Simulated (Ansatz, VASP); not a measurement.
PtS2: VASP beside Ansatz

```
Pt S
1.0
     3.56667    0.00000    0.00000
    -1.78333    3.08882    0.00000
     0.00000    0.00000    5.07217
Pt S
1 2
Cartesian
  0.0000 0.0000 0.0000
  1.7833 1.0296 3.9208
  0.0000 2.0592 1.1514
```

Change from the starting cell: volume scaled by 1.02.

Alike in both runs: task single point; functional PBEsol; k mesh 9 × 9 × 5; occupations fermi-dirac, width 0.05 eV; no spin polarisation.

|  | VASP | Ansatz |
| --- | --- | --- |
| version | VASP 6.6.1 | Ansatz 0.2.0 |
| potentials or method | VASP PAW PBE potentials, release 64 (Pt, S), cutoff 520 eV | all-electron LAPW, scalar-relativistic |

Ansatz gave:

| Item | Value |
| --- | --- |
| gap on the k mesh at the Fermi level (eV) | 0.94 |
| least direct gap on the mesh (eV) | 0.98 |
| pressure (GPa) | 3.2 |
| traceless stress, the component that is largest in VASP (GPa) | 0.44 |
| rms of the force components (eV/Å) | 0.308 |

Estimate VASP's values.

gap on the k mesh at the Fermi level (eV): 0.94; least direct gap on the mesh (eV): 0.98; pressure (GPa): 2.9; traceless stress, the component that is largest in VASP (GPa): 0.58; rms of the force components (eV/Å): 0.299.

VASP's potentials were made for PBE, not for PBEsol. Atom by atom the forces differ by 0.009 eV/Å (rms over components). Ansatz ran all-electron here, and VASP with PAW potentials.

Spin-orbit coupling is off throughout.
